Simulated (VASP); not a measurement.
Set up this calculation in VASP 6.6.1, as the native input.

- Task: single point
- Functional: PBEsol
- Dispersion: D3(BJ)
- Potentials or basis: VASP PAW PBE potentials, release 64 (Sn_d, O)
- Cutoff: 520 eV
- k mesh: 14 × 14 × 12
- Occupations: gaussian, width 0.15 eV
- Spin: no spin polarisation
- Dipole correction: no
- Further INCAR settings: ALGO = Normal; EDIFF = 1e-06; NBANDS = 28

The structure of SnO lies in POSCAR:

```
SnO
1.0
    4.0955803458      0.0000000000      0.0000000000
    0.0000000000      4.0955803458      0.0000000000
    0.0000000000      0.0000000000      4.1675384644
Sn O
2 2
Direct
    0.0000000000      0.5000000000      0.2385000000
    0.5000000000      0.0000000000      0.7615000000
    0.0000000000      0.0000000000      0.0000000000
    0.5000000000      0.5000000000      0.0000000000
```

This cell differs from its parent crystal: ratio of the length along z to the lengths across it x 0.8, volume and fractional coordinates fixed.

The input as run:

INCAR

```
PREC = Accurate ; ENCUT = 520
EDIFF = 1E-6 ; ISMEAR = 0
SIGMA = 0.15 ; LREAL = False
LASPH = True ; NELM = 100
ALGO = Normal ; ISIF = 2
LWAVE = False ; LCHARG = False
GGA = PS ; IVDW = 12
NBANDS = 28
```

KPOINTS

```
Automatic mesh
0
Gamma
  14 14 12
```

Potentials or basis: VASP PAW PBE potentials, release 64 (Sn_d, O).

Command:

```console
$ cat potpaw_PBE.64/Sn_d/POTCAR potpaw_PBE.64/O/POTCAR > POTCAR
$ mpirun -np 1 vasp_std > vasp.out
```

Results of the run:

The pressure is -5.6 GPa. The largest force is 0.427 eV/Å. The band gap on the k mesh is 0.79 eV (least direct gap 1.21 eV) and the dispersion energy per atom is -0.216 eV.

Caveat: the cell stands under tension; the PAW data sets were made with another functional, which shifts forces and pressure a little; spin-orbit coupling is left out, which moves the levels of the heavy elements.

Run time: 3.2 min on 1 thread of AMD EPYC 9R45 96-Core Processor (Zen 5), on a shared host, peak memory 0.45 GiB.
